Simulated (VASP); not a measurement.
Runs of VASP 6.6.1 on BeTlMo. The structure is that of space group P6_3/mmc (No. 194), or close to it. The cells are those of the table. 

```tsv
task	cell	k mesh	cutoff (eV)	gap on the mesh (eV)	pressure (GPa)
single point	a = 4.703, b = 4.703, c = 5.468 Å, angles 90.0, 90.0, 120.0°, 6 atoms	6 × 6 × 4	520	none	-0.2
relaxation of cell and atoms	relaxed from a = 4.501, b = 4.501, c = 5.659 Å, angles 90.0, 90.0, 120.0°, 6 atoms	6 × 6 × 4	600	none	-0.2
single point	a = 4.501, b = 4.501, c = 5.659 Å, angles 90.0, 90.0, 120.0°, 6 atoms	6 × 6 × 4	520	none	7.2
single point	a = 4.700, b = 4.700, c = 5.462 Å, angles 90.0, 90.0, 120.0°, 6 atoms	12 × 12 × 8	520	none	(a)
```

Alike in all rows: level PBE; potentials or basis VASP PAW PBE potentials, release 64 (Be, Tl_d, Mo_sv); no spin polarisation; smearing gaussian 0.1 eV.

Estimate the missing entries.

(a) 0.1.

Caveats: spin-orbit coupling is left out, which moves the levels of the heavy elements; the cell stands under pressure (at least some runs).

A k mesh can miss the band edges, and the runs leave out spin-orbit coupling on Mo, Tl.

A gap of «none» marks levels without a gap at the run's occupations.
